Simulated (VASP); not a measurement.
NbCd3:

```
Nb Cd
1.0
     4.21500    0.00000    0.00000
     0.00000    4.21500    0.00000
     0.00000    0.00000    4.21500
Nb Cd
1 3
Direct
  0.00000 0.00000 0.00000
  0.00000 0.50000 0.50000
  0.50000 0.00000 0.50000
  0.50000 0.50000 0.00000
```

Base run:

- Program: VASP 6.6.1
- Functional: r2SCAN
- Potentials or basis: VASP PAW PBE potentials, release 64 (Nb_sv, Cd)
- Cutoff: 520 eV
- k mesh: 8 × 8 × 8
- Occupations: fermi-dirac, width 0.05 eV
- Spin: no spin polarisation

Its results: band gap on the k mesh zero (an odd number of electrons rules out a gap without spin polarisation); pressure 5.3 GPa.

**Question.** The run is repeated on the same cell with these changes: functional from r2SCAN to PBE; further incar settings from ALGO = Normal; EDIFF = 1e-08; NBANDS = 32 to ALGO = Normal; EDIFF = 1e-06; NBANDS = 32. What comes out?

**Answer.** Band gap on the k mesh zero (an odd number of electrons rules out a gap without spin polarisation); pressure 7.7 GPa.

Caveats: the cell stands under pressure; the PAW data sets were made with another functional, which shifts forces and pressure a little (at least some runs).
